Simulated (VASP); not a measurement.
# Ti: single point with LDA

Crystal: Ti.

```
Ti
1.0
     0.00000    2.68043    2.68043
     2.68043    0.00000    2.68043
     2.68043    2.68043    0.00000
Ti
2
Direct
  0.12500 0.12500 0.12500
  0.87500 0.87500 0.87500
```

```yaml
Program: VASP 6.6.1
Task: single point
Functional: LDA
Potentials_or_basis: VASP PAW LDA potentials, release 64 (Ti_sv)
Cutoff: 520 eV
k_mesh: 10 × 10 × 10
Occupations: fermi-dirac, width 0.1 eV
Spin: non-collinear spin, zero start, spin-orbit coupling
Starting_moments: "[[0.0, 0.0, 0.0], [0.0, 0.0, 0.0]] μB"
```

The pressure is 0.5 GPa, the net moment is 0.00 μB per cell and the valence electrons inside the program's atomic spheres are Ti 10.65.

Moments on the atoms (μB; x, y, z):
```
Ti  0.00 0.00 0.00
Ti  0.00 0.00 0.00
```

Run time: 55 s on 1 thread of Intel(R) Xeon(R) 6975P-C (Granite Rapids), on a shared host, peak memory 0.25 GiB.
